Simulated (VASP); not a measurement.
Here is a VASP 6.6.1 calculation.

Contents of INCAR:

```
SYSTEM = HfZrS3
PREC = Accurate ; ENCUT = 520
EDIFF = 1E-6 ; ISMEAR = 0
SIGMA = 0.1 ; LREAL = .FALSE.
LASPH = .TRUE. ; NELM = 60
ALGO = Normal ; ISIF = 2
LWAVE = .FALSE. ; LCHARG = .FALSE.
GGA = PE ; NBANDS = 28
```

File KPOINTS:

```
Automatic mesh
0
G
  4 4 4
  0 0 0
```

POSCAR

```
HfZrS3
1.0
    4.8325831002      0.0000000000      0.0000000000
    0.0000000000      4.8325831002      0.0000000000
    0.0000000000      0.0000000000      4.8325831002
Zr Hf S
1 1 3
Direct
    0.5000000000      0.5000000000      0.5000000000
    0.0000000000      0.0000000000      0.0000000000
    0.5000000000      0.0000000000      0.0000000000
    0.0000000000      0.5000000000      0.0000000000
    0.0000000000      0.0000000000      0.5000000000
```

Potentials or basis: VASP PAW PBE potentials, release 64 (Zr_sv, Hf_pv, S).

Command:

```sh
$ cat potpaw_PBE.64/Zr_sv/POTCAR potpaw_PBE.64/Hf_pv/POTCAR potpaw_PBE.64/S/POTCAR > POTCAR
$ mpirun -np 1 vasp_std > vasp.out
```

Question: Estimate the band gap on the k mesh.

Answer: Zero (bands 20 and 21 overlap by 1.14 eV).

Question: Estimate the pressure.

Answer: -0.4 GPa.

Caveat: spin-orbit coupling is left out, which moves the levels of the heavy elements.
